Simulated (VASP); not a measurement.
A run of VASP 6.6.1 is set up as follows.

INCAR

```
PREC = Accurate
ENCUT = 500
EDIFF = 1E-6
ISMEAR = 0
SIGMA = 0.02
LREAL = False
LASPH = True
NELM = 120
ALGO = Normal
ISIF = 2
LWAVE = False
LCHARG = False
GGA = PE
NBANDS = 11
GGA_COMPAT = False
```

KPOINTS

```
Automatic mesh
0
Gamma
  10 10 10
```

Contents of POSCAR:

```
Si
1.0
    0.0000000000      2.7348308351      2.7348308351
    2.7348308351      0.0000000000      2.7348308351
    2.7348308351      2.7348308351      0.0000000000
Si
2
Direct
    0.0000000000      0.0000000000      0.0000000000
    0.2500000000      0.2500000000      0.2500000000
```

Potentials or basis: VASP PAW PBE potentials, release 64 (Si).

Command:

```sh
$ cat potpaw_PBE.64/Si/POTCAR > POTCAR
$ mpirun -np 1 vasp_std > vasp.out
```

Problem. Estimate the band gap on the k mesh.

Solution. 0.62 eV, indirect (least direct gap 2.56 eV).

Problem. Estimate the pressure.

Solution. 0.0 GPa.

A k mesh can miss the band edges. A hybrid or GW would open this gap; PBE tends to underestimate it.
